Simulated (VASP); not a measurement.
# C (P6_3/mmc) in VASP: notebook, part 2 of 2

VASP 6.6.1. Earlier steps stand in the parts before.

## (4) Single point, r2SCAN

This run uses another cell than the first one, of 8.67 Å³/atom, 1.085 times its volume.

The input, POSCAR:

```
C
1.0
    2.4515428267      0.0000000000      0.0000000000
   -1.2257714133      2.1230983664      0.0000000000
    0.0000000000      0.0000000000      6.6667791646
C
4
Direct
    0.0000000000      0.0000000000      0.0025000000
    0.0000000000      0.0000000000      0.5025000000
    0.3333333333      0.6666666667      0.0025000000
    0.6666666667      0.3333333333      0.5025000000
```

The input, INCAR.step1:

```
ALGO     = Normal         # electronic algorithm
EDIFF    = 1E-4           # SCF threshold, eV
ENCUT    = 520            # plane-wave cutoff, eV
GGA      = PE             # functional
ISMEAR   = 0              # smearing method
LASPH    = True           # aspherical terms in the spheres
LCHARG   = False          # write CHGCAR
LREAL    = False          # projectors in reciprocal space
LWAVE    = True           # write WAVECAR
NBANDS   = 16             # bands
NELM     = 60             # most SCF steps
PREC     = Accurate       # precision mode
SIGMA    = 0.01           # smearing width, eV
```

The input, INCAR.step2:

```
ALGO     = Normal         # electronic algorithm
EDIFF    = 1E-6           # SCF threshold, eV
ENCUT    = 520            # plane-wave cutoff, eV
ISIF     = 2              # what is computed and relaxed
ISMEAR   = 0              # smearing method
ISTART   = 1            
LASPH    = True           # aspherical terms in the spheres
LCHARG   = False          # write CHGCAR
LMIXTAU  = True         
LREAL    = False          # projectors in reciprocal space
LWAVE    = False          # write WAVECAR
METAGGA  = R2SCAN         # meta-GGA
NBANDS   = 16             # bands
NELM     = 60             # most SCF steps
PREC     = Accurate       # precision mode
SIGMA    = 0.01           # smearing width, eV
```

The input, KPOINTS:

```
k-points
0
Gamma
  10 10 4
```

Potentials or basis: VASP PAW PBE potentials, release 64 (C).

Launch:

```bash
$ cat potpaw_PBE.64/C/POTCAR > POTCAR
$ cp INCAR.step1 INCAR
$ mpirun -np 1 vasp_std > vasp.out
$ cp INCAR.step2 INCAR
$ mpirun -np 1 vasp_std > vasp.out
```

OUTCAR:

```text
EDIFF = 1E-6
   ENCUT = 520
   ISIF = 2
   ISMEAR = 0
   ISTART = 1
   LASPH = True
   LREAL = False
   METAGGA = R2SCAN
   NELM = 60
   PREC = Accurate

 ion  position               nearest neighbor table
   1  0.000  0.000  0.002-   3 1.42   3 1.42   3 1.42
   2  0.000  0.000  0.502-   4 1.42   4 1.42   4 1.42
   3  0.333  0.667  0.002-   1 1.42   1 1.42   1 1.42
   4  0.667  0.333  0.502-   2 1.42   2 1.42   2 1.42

  LATTYP: Found a hexagonal cell.
 ALAT       =     2.4515428267
 C/A-ratio  =     2.7194218645

  Lattice vectors:

 A1 = (   2.4515428267,   0.0000000000,   0.0000000000)
 A2 = (  -1.2257714133,   2.1230983664,   0.0000000000)
 A3 = (   0.0000000000,   0.0000000000,   6.6667791646)

Analysis of symmetry for initial positions (statically):
=====================================================================
 Subroutine PRICEL returns:
 Original cell was already a primitive cell.

 Routine SETGRP: Setting up the symmetry group for a
 hexagonal supercell.

 Subroutine GETGRP returns: Found 24 space group operations
 (whereof  6 operations were pure point group operations)
 out of a pool of 24 trial point group operations.

The static configuration has the point symmetry C_3v.
 The point group associated with its full space group is D_6h.

Analysis of symmetry for dynamics (positions and initial velocities):
=====================================================================
 Subroutine PRICEL returns:
 Original cell was already a primitive cell.

 Routine SETGRP: Setting up the symmetry group for a
 hexagonal supercell.

 Subroutine GETGRP returns: Found 24 space group operations
 (whereof  6 operations were pure point group operations)
 out of a pool of 24 trial point group operations.

The dynamic configuration has the point symmetry C_3v.
 The point group associated with its full space group is D_6h.

 Subroutine INISYM returns: Found 24 space group operations
 (whereof  6 operations are pure point group operations),
 and found     1 'primitive' translations

----------------------------------------------------------------------------------------

                                     Primitive cell

  volume of cell :      34.6997

  direct lattice vectors                    reciprocal lattice vectors
     2.451542827  0.000000000  0.000000000     0.407906396  0.235504868  0.000000000
    -1.225771413  2.123098366  0.000000000     0.000000000  0.471009736  0.000000000
     0.000000000  0.000000000  6.666779165     0.000000000  0.000000000  0.149997469

  length of vectors
     2.451542827  2.451542827  6.666779165     0.471009735  0.471009736  0.149997469

  position of ions in fractional coordinates (direct lattice)
     0.000000000  0.000000000  0.002500000
     0.000000000  0.000000000  0.502500000
     0.333333333  0.666666667  0.002500000
     0.666666667  0.333333333  0.502500000

  ion indices of the primitive-cell ions
   primitive index   ion index
                 1           1
                 2           2
                 3           3
                 4           4

----------------------------------------------------------------------------------------

 KPOINTS: k-points

Automatic generation of k-mesh.
 Grid dimensions read from file:
 generate k-points for:   10   10    4

 Generating k-lattice:

  Cartesian coordinates                     Fractional coordinates (reciprocal lattice)
     0.040790640  0.023550487  0.000000000     0.100000000  0.000000000  0.000000000
     0.000000000  0.047100974  0.000000000     0.000000000  0.100000000  0.000000000
     0.000000000  0.000000000  0.037499367     0.000000000  0.000000000  0.250000000

  Length of vectors
     0.047100974  0.047100974  0.037499367

  Shift w.r.t. Gamma in fractional coordinates (k-lattice)
     0.000000000  0.000000000  0.000000000

 Subroutine IBZKPT returns following result:
 ===========================================

 Found     42 irreducible k-points:

 Following reciprocal coordinates:
            Coordinates               Weight
  0.000000  0.000000  0.000000      1.000000
  0.100000 -0.000000  0.000000      6.000000
  0.200000 -0.000000  0.000000      6.000000
  0.300000  0.000000  0.000000      6.000000
  0.400000  0.000000  0.000000      6.000000
  0.500000  0.000000  0.000000      3.000000
[... 16 lines left out ...]
  0.300000  0.100000  0.250000     24.000000
  0.400000  0.100000  0.250000     24.000000
 [... further k-points ...]
   k-points           NKPTS =     42   k-points in BZ     NKDIM =     42   number of bands    NBANDS=     16
   number of dos      NEDOS =    301   number of ions     NIONS =      4
   total plane-waves  NPLWV =  16200
   dimension x,y,z NGX =    18 NGY =   18 NGZ =   50
   dimension x,y,z NGXF=    36 NGYF=   36 NGZF=  100
   ions per type =               4
   NGX,Y,Z   is equivalent  to a cutoff of  12.21, 12.21, 12.47 a.u.
   NGXF,Y,Z  is equivalent  to a cutoff of  24.41, 24.41, 24.94 a.u.
 SYSTEM =  unknown system
   PREC   = accura    normal or accurate (medium, high low for compatibility)
   ISTART =      1    job   : 0-new  1-cont  2-samecut
   ICHARG =      0    charge: 1-file 2-atom 10-const
   ISPIN  =      1    spin polarized calculation?
   LNONCOLLINEAR =      F non collinear calculations
   LSORBIT =      F    spin-orbit coupling
   LASPH  =      T    aspherical Exc in radial PAW
   ENCUT  =  520.0 eV  38.22 Ry    6.18 a.u.   4.56  4.56 12.40*2*pi/ulx,y,z
   NELM   =     60;   NELMIN=  2; NELMDL=  0     # of ELM steps
   EDIFF  = 0.1E-05   stopping-criterion for ELM
   LREAL  =      F    real-space projection
   EDIFFG = 0.1E-04   stopping-criterion for IOM
   NSW    =      0    number of steps for IOM
   IBRION =     -1    ionic relax: 0-MD 1-quasi-New 2-CG
   NFREE  =      0    steps in history (QN), initial steepest desc. (CG)
   ISIF   =      2    stress and relaxation
   ISYM   =      2    0-nonsym 1-usesym 2-fastsym
   POTIM  = 0.5000    time-step for ionic-motion
   TEBEG  =    0.0;   TEEND  =   0.0 temperature during run
   PSTRESS=    0.0 pullay stress
   NELECT =      16.0000    total number of electrons
   NUPDOWN=      -1.0000    fix difference up-down
   EMIN   =  10.00;   EMAX   =-10.00  energy-range for DOS
   EFERMI =   0.00;   METHOD = LEGACY
   ISMEAR =     0;   SIGMA  =   0.01  broadening in eV -4-tet -1-fermi 0-gaus
   EFERMI_NEDOS =   21; number of points for ismear=-14 and -15
   IALGO  =     38    algorithm
   IMIX   =      4    mixing-type and parameters
     AMIX     =   0.40;   BMIX     =  1.00
     AMIX_MAG =   1.60;   BMIX_MAG =  1.00
  volume/ion in A,a.u.               =       8.67        58.54
  Fermi-wavevector in a.u.,A,eV,Ry     =   1.264755  2.390040 21.763936  1.599604
  Thomas-Fermi vector in A             =   2.398043
   LORBIT       =      0    0 simple, 1 ext, 2 COOP (PROOUT), +10 PAW based schemes
   METAGGA = R2SCAN    functional components
   LHFCALC =     F    Hartree Fock is set to
   AEXX    =    0.0000 exact exchange contribution
   IVDW    =     0    specifies the selected vdW correction
   LEPSILON=     F    determine dielectric tensor
   LRPA    =     F    only Hartree local field effects (RPA)
 non-spin polarized calculation
 Gauss-broadening in eV      SIGMA  =   0.01
  energy-cutoff  :      520.00
  volume of cell :       34.70
 maximum number of plane-waves:       955
   NGX =  9   NGY =  9   NGZ = 25

 number of electron      15.9999996 magnetization

 Free energy of the ion-electron system (eV)
  ---------------------------------------------------
  ext. energy  EPLUGINS =         0.00000000
  ---------------------------------------------------
  free energy    TOTEN  =       -39.74694000 eV

  energy without entropy =      -39.74694000  energy(sigma->0) =      -39.74694000

 E-fermi :   4.2891     XC(G=0): -11.2022

 val. band max:        4.2269710741   @ k =   0.3000   0.3000   0.0000
 cond. band min:       5.5412665620   @ k =   0.3000   0.3000   0.0000
 fundamental gap:      1.3142954879
 Fermi energy:         4.2890872321

 k-point     1 :       0.0000    0.0000    0.0000
  band No.  band energies     occupation
      1     -16.2452      2.00000
      2     -15.9339      2.00000
      3      -4.3255      2.00000
      4      -2.2471      2.00000
      5       1.5816      2.00000
      6       1.5816      2.00000
[... 8 lines left out ...]
     15      17.2595      0.00000
     16      17.5027      0.00000
[... 419 lines left out ...]
 k-point    24 :       0.4000    0.1000    0.2500
  band No.  band energies     occupation
      1     -11.1134      2.00000
      2     -10.9633      2.00000
      3      -8.4719      2.00000
      4      -8.3528      2.00000
      5      -2.7962      2.00000
      6      -2.7403      2.00000
[... 8 lines left out ...]
     15      18.9623      0.00000
     16      20.0862      0.00000

 [... further k-points ...]
[... 5 lines left out ...]
  --------------------------------------------------------------------------------------
  -------------------------------------------------------------------------------------
  Total        0.6671668      0.6671668      0.4024081      0.0000000     -0.0000000      0.0000000
  in kB       30.8048676     30.8048676     18.5802520      0.0000000     -0.0000000      0.0000000
  external PRESSURE =      26.7299958 kB  Pullay stress =       0.0000000 kB

 VOLUME and BASIS-vectors are now :
 -----------------------------------------------------------------------------
  energy-cutoff  :      520.00
  volume of cell :       34.70
      direct lattice vectors                 reciprocal lattice vectors
     2.451542827  0.000000000  0.000000000     0.407906396  0.235504868  0.000000000
    -1.225771413  2.123098366  0.000000000     0.000000000  0.471009736  0.000000000
     0.000000000  0.000000000  6.666779165     0.000000000  0.000000000  0.149997469

 POSITION                                       TOTAL-FORCE (eV/Angst)
 -----------------------------------------------------------------------------------
      0.00000      0.00000      0.01667        -0.000000     -0.000000      0.000000
      0.00000      0.00000      3.35006         0.000000      0.000000     -0.000000
     -0.00000      1.41540      0.01667         0.000000     -0.000000      0.000000
      1.22577      0.70770      3.35006        -0.000000      0.000000     -0.000000
 -----------------------------------------------------------------------------------
    total drift:                               -0.000000     -0.000000      0.000001

  FREE ENERGIE OF THE ION-ELECTRON SYSTEM (eV)
  ---------------------------------------------------
  free  energy   TOTEN  =       -39.7469400007 eV

  energy  without entropy=      -39.7469400007  energy(sigma->0) =      -39.74694000
```

Wall time 97 s (1 thread of AMD EPYC 7R43 (Zen 3), shared host); peak memory 0.12 GiB.

What came out:

| Property | Result |
| --- | --- |
| Free energy | -39.7469 eV |
| Pressure | 2.7 GPa |
| Band gap on the k mesh | 1.31 eV, direct |

Levels at points of the mesh, in eV from the valence-band top:
```tsv
k point	band 5	band 6	band 7	band 8	band 9	band 10	band 11	band 12
(0.00, 0.00, 0.00)	-2.65	-2.65	-2.63	-2.63	5.04	9.31	9.31	9.37
(0.50, 0.00, 0.00)	-6.30	-6.24	-2.42	-1.69	2.17	2.92	8.18	8.61
(0.00, 0.00, 0.50)	-2.64	-2.64	-2.64	-2.64	7.87	7.87	9.34	9.34
(0.50, 0.00, 0.50)	-6.27	-6.27	-1.99	-1.99	2.32	2.32	8.39	8.39
```

Caveat: the PAW data sets were made with another functional, which shifts forces and pressure a little.

## (5) Single point, r2SCAN

This run uses another cell than the first one, of 8.91 Å³/atom, 1.114 times its volume.

The input, POSCAR:

```
C
1.0
    2.4535545924      0.0000000000      0.0000000000
   -1.2267772962      2.1248406066      0.0000000000
    0.0000000000      0.0000000000      6.8336453204
C
4
Direct
    0.0000000000      0.0000000000      0.0025000000
    0.0000000000      0.0000000000      0.5025000000
    0.3333333333      0.6666666667      0.0025000000
    0.6666666667      0.3333333333      0.5025000000
```

The input, INCAR.step1:

```
SYSTEM = C
ALGO = Normal ; EDIFF = 1E-4
ENCUT = 520 ; GGA = PE
ISMEAR = 0 ; LASPH = .TRUE.
LCHARG = .FALSE. ; LREAL = .FALSE.
LWAVE = .TRUE. ; NBANDS = 16
NELM = 60 ; PREC = Accurate
SIGMA = 0.01
```

The input, INCAR.step2:

```
SYSTEM = C
ALGO = Normal ; EDIFF = 1E-6
ENCUT = 520 ; ISIF = 2
ISMEAR = 0 ; ISTART = 1
LASPH = .TRUE. ; LCHARG = .FALSE.
LMIXTAU = .TRUE. ; LREAL = .FALSE.
LWAVE = .FALSE. ; METAGGA = R2SCAN
NBANDS = 16 ; NELM = 60
PREC = Accurate ; SIGMA = 0.01
```

The input, KPOINTS:

```
k-points
0
G
  10 10 4
  0 0 0
```

Launch:

```bash
$ cat potpaw_PBE.64/C/POTCAR > POTCAR
$ cp INCAR.step1 INCAR
$ mpirun -np 1 vasp_std > vasp.out
$ cp INCAR.step2 INCAR
$ mpirun -np 1 vasp_std > vasp.out
```

It took 1.7 min on 1 thread of AMD EPYC 7R43 (Zen 3), shared host; peak memory 0.11 GiB.

Results (log left out):

| Item | Value |
| --- | --- |
| Free energy | -39.7559 eV |
| Pressure | 1.7 GPa |
| Band gap on the k mesh | 1.42 eV, direct |

Stress tensor (GPa, compression positive):
```
2.06 0.00 0.00
0.00 2.06 0.00
0.00 0.00 0.88
```

Levels at points of the mesh, in eV from the valence-band top:
| k point | band 4 | band 5 | band 6 | band 7 | band 8 | band 9 | band 10 | band 11 | band 12 | band 13 |
| --- | --- | --- | --- | --- | --- | --- | --- | --- | --- | --- |
| (0.00, 0.00, 0.00) | -6.54 | -2.59 | -2.59 | -2.57 | -2.57 | 4.88 | 9.35 | 9.35 | 9.40 | 9.40 |
| (0.50, 0.00, 0.00) | -13.44 | -6.23 | -6.18 | -2.30 | -1.65 | 2.22 | 2.90 | 8.25 | 8.61 | 12.28 |
| (0.00, 0.00, 0.50) | -7.54 | -2.58 | -2.58 | -2.58 | -2.58 | 7.51 | 7.51 | 9.38 | 9.38 | 9.38 |
| (0.50, 0.00, 0.50) | -13.48 | -6.21 | -6.21 | -1.92 | -1.92 | 2.38 | 2.38 | 8.42 | 8.42 | 13.67 |

Caveat: the PAW data sets were made with another functional, which shifts forces and pressure a little. r2SCAN opens gaps a little over a GGA but as a rule still falls short of measured ones.

## (6) Summary

| cell | gap on the mesh (eV) | pressure (GPa) |
| --- | --- | --- |
| a = 2.442, b = 2.442, c = 6.193 Å, angles 90.0, 90.0, 120.0°, 4 atoms | 0.97 | 7.8 |
| a = 2.448, b = 2.448, c = 6.428 Å, angles 90.0, 90.0, 120.0°, 4 atoms | 1.15 | 4.7 |
| a = 2.452, b = 2.452, c = 6.667 Å, angles 90.0, 90.0, 120.0°, 4 atoms | 1.31 | 2.7 |
| a = 2.454, b = 2.454, c = 6.834 Å, angles 90.0, 90.0, 120.0°, 4 atoms | 1.42 | 1.7 |

Alike in all rows: task single point; level r2SCAN; potentials or basis VASP PAW PBE potentials, release 64 (C); no spin polarisation; k mesh 10 × 10 × 4; cutoff (eV) 520; smearing gaussian 0.01 eV.

Caveats: the PAW data sets were made with another functional, which shifts forces and pressure a little.

Absolute energies hang on the potentials; compare differences alone.
